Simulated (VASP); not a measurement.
Write the native input for VASP 6.6.1 that does the following.

| Item | Value |
| --- | --- |
| Task | single point |
| Functional | r2SCAN |
| Potentials or basis | VASP PAW PBE potentials, release 64 (C) |
| Cutoff | 660 eV |
| k mesh | 34 × 34 × 8 |
| Occupations | fermi-dirac, width 0.1 eV |
| Spin | no spin polarisation |
| Dipole correction | no |
| Further INCAR settings | ALGO = Normal; EDIFF = 1e-06; NBANDS = 11 |

C:

```
C
1.0
     1.71386    0.00000    0.00000
    -0.85693    1.48424    0.00000
     0.00000    0.00000    6.86900
C
2
Direct
  0.33333 0.66667 0.25000
  0.66667 0.33333 0.75000
```

These files were run (other wordings do the same):

POSCAR

```
C
1.0
    1.7138579782      0.0000000000      0.0000000000
   -0.8569289891      1.4842445476      0.0000000000
    0.0000000000      0.0000000000      6.8689993656
C
2
Direct
    0.3333333333      0.6666666667      0.2500000000
    0.6666666667      0.3333333333      0.7500000000
```

INCAR.step1

```
PREC = Accurate ; ENCUT = 660
ISMEAR = -1 ; SIGMA = 0.1
LREAL = F ; LASPH = T
NELM = 120 ; NBANDS = 11
GGA = PE ; ALGO = Normal
EDIFF = 1E-5 ; LWAVE = T
LCHARG = F ; GGA_COMPAT = F
```

INCAR.step2

```
PREC = Accurate ; ENCUT = 660
EDIFF = 1E-6 ; ISMEAR = -1
SIGMA = 0.1 ; LREAL = F
LASPH = T ; NELM = 120
ALGO = Normal ; ISIF = 2
LWAVE = F ; LCHARG = F
METAGGA = R2SCAN ; LMIXTAU = T
NBANDS = 11 ; ISTART = 1
GGA_COMPAT = F
```

KPOINTS

```
Automatic mesh
0
Gamma
  34 34 8
```

Potentials or basis: VASP PAW PBE potentials, release 64 (C).

The run is started by

```sh
$ cat potpaw_PBE.64/C/POTCAR > POTCAR
$ cp INCAR.step1 INCAR
$ mpirun -np 1 vasp_std > vasp.out
$ cp INCAR.step2 INCAR
$ mpirun -np 1 vasp_std > vasp.out
```

Results of the run:

```
Pressure               : -0.7 GPa
Band gap on the k mesh : zero (band 4 reaches 7.01 eV, above the bottom of band 5 at 4.85 eV)
```

Caveat: the PAW data sets were made with another functional, which shifts forces and pressure a little.

Wall time 3.5 min on 1 thread of Intel(R) Xeon(R) Platinum 8488C (Sapphire Rapids) (shared host), peak memory 0.23 GiB.
